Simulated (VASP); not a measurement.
Input of a VASP 6.6.1 run:

INCAR

```
SYSTEM = Pd
PREC = Accurate
ENCUT = 520
EDIFF = 1E-6
ISMEAR = -1
SIGMA = 0.05
LREAL = .FALSE.
LASPH = .TRUE.
NELM = 60
ALGO = Fast
ISIF = 2
LWAVE = .FALSE.
LCHARG = .FALSE.
GGA = B5
ALDAX = 1.0
AGGAX = 1.0
AGGAC = 1.0
ALDAC = 0.0
NBANDS = 11
```

Contents of KPOINTS:

```
Automatic mesh
0
G
  12 12 12
  0 0 0
```

Contents of POSCAR:

```
Pd
1.0
   -1.5722810000      1.5722810000      1.5722810000
    1.5722810000     -1.5722810000      1.5722810000
    1.5722810000      1.5722810000     -1.5722810000
Pd
1
Direct
    0.0000000000      0.0000000000      0.0000000000
```

Potentials or basis: VASP PAW PBE potentials, release 64 (Pd).

Launch:

```console
$ cat potpaw_PBE.64/Pd/POTCAR > POTCAR
$ mpirun -np 1 vasp_std > vasp.out
```

Task: What does it give for the pressure?

Result: 9.2 GPa.

Task: Predict the band gap on the k mesh.

Result: Zero (band 5 reaches 9.98 eV, above the bottom of band 6 at 8.42 eV).

Caveat: the PAW data sets were made with another functional, which shifts forces and pressure a little.
